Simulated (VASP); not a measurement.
Crystal: Pd.

```
Pd
1.0
     0.00000    2.51410    2.51410
     2.51410    0.00000    2.51410
     2.51410    2.51410    0.00000
Pd
2
Direct
  0.00000 0.00000 0.00000
  0.50000 0.50000 0.50000
```

This isn't the form of Pd at room conditions, which is fcc.

* Program: VASP 6.6.1
* Task: relaxation of cell and atoms
* Functional: RPBE
* Potentials or basis: VASP PAW PBE potentials, release 64 (Pd)
* Cutoff: 600 eV
* k mesh: 11 × 11 × 11
* Occupations: fermi-dirac, width 0.05 eV
* Spin: collinear spin
* Starting moments: [0.5, -0.5] μB

At the start: pressure 22.9 GPa; volume 15.89 Å³/atom.

Question: Where does the relaxation end?

Answer: Over 4 steps the energy falls by 152.5 meV/atom and the volume is 18.42 Å³/atom (+15.9 %); space group Pm-3m (No. 221, to 0.1 Å) before and after; moment 0.00 μB per cell.

The path:
```tsv
step	energy change (eV)	largest force (eV/Å)	pressure (GPa)	volume (Å³)
1	0.0000	0.0000	22.90	31.78
2	-0.0396	0.0000	-10.70	43.42
3	-0.3049	0.0000	-0.35	36.94
4	-0.3050	0.0000	-0.06	36.84
```

Final structure:
```yaml
crystal:
  lattice:
    - [0.00000, 2.64086, 2.64086]
    - [2.64086, 0.00000, 2.64086]
    - [2.64086, 2.64086, 0.00000]
  atoms:
    - { symbol: Pd, position: [0.00000, 0.00000, 0.00000] }
    - { symbol: Pd, position: [0.50000, 0.50000, 0.50000] }
```

Caveat: the volume moved by over 15 % at a fixed basis, so the end points are rough; the PAW data sets were made with another functional, which shifts forces and pressure a little.
